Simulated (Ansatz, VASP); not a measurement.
# One calculation of Si2As, two programs

```
Si As
1.0
     4.87581    0.00000    0.00000
    -2.43791    4.22258    0.00000
     0.00000    0.00000    4.91405
Si As
4 2
Direct
  0.33333 0.66667 0.49989
  0.33333 0.66667 0.00011
  0.66667 0.33333 0.50011
  0.66667 0.33333 0.99989
  0.00000 0.00000 0.00000
  0.00000 0.00000 0.50000
```

Alike in both runs: functional PBE; k mesh 4 × 4 × 3; occupations gaussian, width 0.2 eV; no spin polarisation.

Ansatz relaxed the structure, and its values are those at the end. VASP's run is a single point on that final structure, the one shown.

|  | VASP | Ansatz |
| --- | --- | --- |
| version | VASP 6.6.1 | Ansatz 0.2.0 |
| potentials or method | VASP PAW PBE potentials, release 64 (Si, As), cutoff 500 eV | scalar-relativistic, plane waves, PAW |
| valence electrons in the cell | 26 | 46 |

```tsv
	VASP	Ansatz	Ansatz less VASP
gap on the k mesh at the Fermi level (eV)	none	none	-
pressure (GPa)	0.3	0.2	-0.13
rms of the force components (eV/Å)	0.004	0.004	0.0000
```

A gap of «none» marks a metal or a gap that the smearing closes. VASP's potentials hold 26 valence electrons a cell and Ansatz's 46, so a difference there can come from the potentials and not from the codes.

The k mesh is coarse, so the values compare programs but aren't converged.
